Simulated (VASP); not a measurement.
Crystal: Ru.

```
Ru
1.0
    -2.33616    2.33616    1.27442
     2.33616   -2.33616    1.27442
     2.33616    2.33616   -1.27442
Ru
2
Direct
  0.00000 0.00000 0.00000
  0.75000 0.25000 0.50000
```

```yaml
Program: VASP 6.6.1
Task: relaxation of cell and atoms
Functional: PBEsol
Potentials_or_basis: VASP PAW PBE potentials, release 64 (Ru_pv)
Cutoff: 600 eV
k_mesh: 8 × 8 × 8
Occupations: gaussian, width 0.1 eV
Spin: no spin polarisation
```

At the start: pressure 19.6 GPa; volume 13.91 Å³/atom.

**Question.** How do energy, volume and symmetry change on relaxing?

**Answer.** Over 11 steps the energy falls by 67.0 meV/atom and the volume is 14.92 Å³/atom (+7.2 %); space group I4_1/amd (No. 141, to 0.05 Å).

Step by step:
| step | energy change (eV) | largest force (eV/Å) | pressure (GPa) | volume (Å³) |
| --- | --- | --- | --- | --- |
| 1 | 0.0000 | 0.0000 | 19.63 | 27.82 |
| 2 | 0.5162 | 0.0000 | -30.78 | 35.26 |
| 3 | -0.1082 | 0.0000 | -1.54 | 29.81 |
| 4 | -0.1087 | 0.0000 | -0.48 | 29.69 |
| 5 | -0.1087 | 0.0000 | -0.10 | 29.65 |
| 6 | -0.1244 | 0.0000 | 0.20 | 29.68 |
| 7 | -0.1330 | 0.0000 | 1.38 | 29.70 |
| 8 | -0.1335 | 0.0000 | 1.11 | 29.70 |
| 9 | -0.1335 | 0.0000 | 1.16 | 29.70 |
| 10 | -0.1302 | 0.0000 | -3.10 | 30.21 |
| 11 | -0.1340 | 0.0000 | 0.02 | 29.83 |

Final structure:
```cif
data_structure
_symmetry_space_group_name_H-M 'P 1'
_symmetry_Int_Tables_number 1
_cell_length_a 3.5811
_cell_length_b 3.5811
_cell_length_c 3.5811
_cell_angle_alpha 98.275
_cell_angle_beta 98.275
_cell_angle_gamma 135.410
_cell_volume 29.83
loop_
_atom_site_label
_atom_site_type_symbol
_atom_site_fract_x
_atom_site_fract_y
_atom_site_fract_z
_atom_site_occupancy
Ru1 Ru 0.00000 0.00000 0.00000 1
Ru2 Ru 0.75000 0.25000 0.50000 1
```

Caveat: the PAW data sets were made with another functional, which shifts forces and pressure a little.
